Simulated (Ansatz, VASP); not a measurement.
## HfC in VASP and in Ansatz

```
Hf C
1.0
     0.00000    2.31714    2.31714
     2.31714    0.00000    2.31714
     2.31714    2.31714    0.00000
Hf C
1 1
Direct
  0.00000 0.00000 0.00000
  0.50000 0.50000 0.50000
```

Alike in both runs: task single point; functional LDA; k mesh 14 × 14 × 14; occupations fermi-dirac, width 0.05 eV; no spin polarisation.

|  | VASP | Ansatz |
| --- | --- | --- |
| version | VASP 6.6.1 | Ansatz 0.2.0 |
| potentials or method | VASP PAW LDA potentials, release 64 (Hf_pv, C), cutoff 520 eV | all-electron LAPW, scalar-relativistic |

Ansatz gave:

```
pressure (GPa) : -9.6
```

Question: Estimate VASP's values.

Answer: Pressure (GPa): -9.4.

LDA's correlation is that of Perdew and Zunger in VASP and of Perdew and Wang (1992) in Ansatz. Ansatz ran all-electron here, and VASP with PAW potentials.

Neither program's run includes spin-orbit coupling.
